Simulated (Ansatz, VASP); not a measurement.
## Two plane-wave programs on Hg

The input INCAR:

```
SYSTEM = Hg
ALGO = Fast
EDIFF = 1E-6
ENCUT = 520
GGA = PE
GGA_COMPAT = .False.
ISIF = 2
ISMEAR = 0
LASPH = .True.
LCHARG = .False.
LORBIT = 11
LORBMOM = .True.
LREAL = .False.
LSORBIT = .True.
LWAVE = .False.
MAGMOM = 0 0 0
NBANDS = 23
NELM = 150
PREC = Accurate
SIGMA = 0.05
```

KPOINTS

```
k-points
0
Gamma
  16 16 16
  0 0 0
```

The input POSCAR:

```
Hg
1.0
   -1.8844967330      1.8844967330      1.8844967330
    1.8844967330     -1.8844967330      1.8844967330
    1.8844967330      1.8844967330     -1.8844967330
Hg
1
Direct
    0.0000000000      0.0000000000      0.0000000000
```

Input for Ansatz:

```yaml
crystal:
  lattice:
    - [-1.884496733, 1.884496733, 1.884496733]
    - [1.884496733, -1.884496733, 1.884496733]
    - [1.884496733, 1.884496733, -1.884496733]
  atoms:
    - { symbol: Hg, position: [0.0, 0.0, 0.0] }
basis:
  ecutwfc: 420
  ecutrho_ratio: 4
kpoints:
  mp_grid: { grid: [16, 16, 16] }
hamiltonian:
  xc: pbe
scf:
  occupations: { method: gaussian, width: 0.05 }
output:
  forces: true
  stress: true
  eigenvalues: true
  populations: true
magnetization:
  noncollinear: true
  spin_orbit: true
```

Alike in both runs: task single point; functional PBE; k mesh 16 × 16 × 16; occupations gaussian, width 0.05 eV; non-collinear spin, spin-orbit coupling.

|  | VASP | Ansatz |
| --- | --- | --- |
| version | VASP 6.6.1 | Ansatz 0.2.0 |
| potentials or method | VASP PAW PBE potentials, release 64 (Hg), cutoff 520 eV | plane waves, PAW |
| valence electrons in the cell | 12 | 20 |

```tsv
	VASP	Ansatz	Ansatz less VASP
pressure (GPa)	0.7	0.3	-0.46
net moment per atom (μB)	0.00	0.00	0.000
```

VASP's potentials hold 12 valence electrons a cell and Ansatz's 20, so a difference there can come from the potentials and not from the codes.
